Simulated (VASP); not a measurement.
Set up this calculation in VASP 6.6.1, as the native input.

* Task: single point
* Functional: PBE
* Potentials or basis: VASP PAW PBE potentials, release 64 (N, As, Al)
* Cutoff: 520 eV
* k mesh: 12 × 12 × 4
* Occupations: fermi-dirac, width 0.02 eV
* Spin: non-collinear spin, zero start, spin-orbit coupling
* Starting moments: [[0.0, 0.0, 0.0], [0.0, 0.0, 0.0], [0.0, 0.0, 0.0], [0.0, 0.0, 0.0], [0.0, 0.0, 0.0], [0.0, 0.0, 0.0]] μB
* Dipole correction: no
* Further INCAR settings: ALGO = Normal; EDIFF = 1e-06; NBANDS = 40

The structure of Al3As2N lies in POSCAR:

```
Al3As2N
1.0
    3.7167226902      0.0000000000      0.0000000000
   -1.8583613451      3.2187762685      0.0000000000
    0.0000000000      0.0000000000      9.1972326151
N As Al
1 2 3
Direct
    0.0000000000      0.0000000000     -0.0040244374
    0.3333333333      0.6666666667      0.3126474888
    0.6666666667      0.3333333333      0.6822357203
    0.3333333333      0.6666666667      0.0495753866
    0.6666666667      0.3333333333      0.4184323609
    0.0000000000      0.0000000000      0.7911334807
```

One way to write it, as run:

INCAR

```
ALGO = Normal
EDIFF = 1E-6
ENCUT = 520
GGA = PE
GGA_COMPAT = False
ISIF = 2
ISMEAR = -1
LASPH = True
LCHARG = False
LORBIT = 11
LORBMOM = True
LREAL = False
LSORBIT = True
LWAVE = False
MAGMOM = 0 0 0 0 0 0 0 0 0 0 0 0 0 0 0 0 0 0
NBANDS = 40
NELM = 150
PREC = Accurate
SIGMA = 0.02
```

KPOINTS

```
k-points
0
Gamma
  12 12 4
```

Potentials or basis: VASP PAW PBE potentials, release 64 (N, As, Al).

Command:

```console
$ cat potpaw_PBE.64/N/POTCAR potpaw_PBE.64/As/POTCAR potpaw_PBE.64/Al/POTCAR > POTCAR
$ mpirun -np 1 vasp_ncl > vasp.out
```

It gave:

```yaml
Pressure: 2.6 GPa
Largest_force: 0.248 eV/Å
Net_moment: 0.00 μB per cell
Valence_electrons_inside_the_program's_atomic_spheres: N 3.62; As 3.00, 2.99; Al 0.65, 0.82, 0.83
```

Run time: 35 min on 1 thread of Oxide Virtual Turin-like Processor, with other jobs on the host, peak memory 0.89 GiB.
